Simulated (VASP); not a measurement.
Ru:

```
Ru
1.0
     2.70783    0.00000    0.00000
    -1.35391    2.34505    0.00000
     0.00000    0.00000    4.26810
Ru
2
Direct
  0.33333 0.66667 0.25000
  0.66667 0.33333 0.75000
```

| Property | Result |
| --- | --- |
| Program | VASP 6.6.1 |
| Task | relaxation of cell and atoms |
| Functional | PBEsol |
| Potentials or basis | VASP PAW PBE potentials, release 64 (Ru_pv) |
| Cutoff | 600 eV |
| k mesh | 18 × 18 × 10 |
| Occupations | gaussian, width 0.1 eV |
| Spin | no spin polarisation |

At the start: pressure -5.8 GPa; volume 13.55 Å³/atom.

Question: Where does the relaxation end?

Answer: Over 11 steps the energy falls by 4.5 meV/atom and the volume is 13.32 Å³/atom (-1.7 %); space group P6_3/mmc (No. 194, to 0.1 Å) before and after.

Step by step:
| step | energy change (eV) | largest force (eV/Å) | pressure (GPa) | volume (Å³) |
| --- | --- | --- | --- | --- |
| 1 | 0.0000 | 0.0000 | -5.83 | 27.10 |
| 2 | 0.0823 | 0.0000 | 21.35 | 25.22 |
| 3 | -0.0088 | 0.0000 | -0.19 | 26.65 |
| 4 | -0.0088 | 0.0000 | -0.03 | 26.63 |
| 5 | -0.0088 | 0.0000 | 0.12 | 26.62 |
| 6 | -0.0089 | 0.0000 | 0.06 | 26.62 |
| 7 | -0.0089 | 0.0000 | 0.09 | 26.62 |
| 8 | -0.0089 | 0.0000 | 0.08 | 26.62 |
| 9 | -0.0089 | 0.0000 | 0.08 | 26.62 |
| 10 | -0.0089 | 0.0000 | -0.17 | 26.64 |
| 11 | -0.0089 | 0.0000 | 0.00 | 26.63 |

Final structure:
```
Ru
1.0
     2.68932    0.00000    0.00000
    -1.34466    2.32902    0.00000
     0.00000    0.00000    4.25167
Ru
2
Direct
  0.33333 0.66667 0.25000
  0.66667 0.33333 0.75000
```

Caveat: the PAW data sets were made with another functional, which shifts forces and pressure a little.
